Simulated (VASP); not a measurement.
Runs of VASP 6.6.1 on K. The structure is that of space group Im-3m (No. 229), or close to it. The cells are those of the table. 

```csv
task,cell,k mesh,cutoff (eV),gap on the mesh (eV),pressure (GPa),relaxed volume (Å³/atom)
single point,"a = 3.532 Å, angles 109.5°, 1 atom",6 × 6 × 6,520,none,10.4,-
relaxation of cell and atoms,"relaxed from a = 3.532 Å, angles 109.5°, 1 atom",8 × 8 × 8,600,none,0.0,(a)
single point,"a = 4.499 Å, angles 109.5°, 1 atom",8 × 8 × 8,520,none,0.0,-
relaxation of cell and atoms,"relaxed from a = 4.499 Å, angles 109.5°, 1 atom",12 × 12 × 12,600,none,0.0,71.29
single point,"a = 4.499 Å, angles 109.5°, 1 atom",12 × 12 × 12,520,none,0.0,-
```

Alike in all rows: level PBEsol; potentials or basis VASP PAW PBE potentials, release 64 (K_sv); no spin polarisation; smearing gaussian 0.1 eV.

Question: Fill in the values left out.

Answer: (a) 71.12.

Caveats: some runs use coarse meshes; the PAW data sets were made with another functional, which shifts forces and pressure a little; the volume moved by over 15 % at a fixed basis, so the end points are rough (at least some runs).

A gap of «none» marks levels without a gap at the run's occupations.
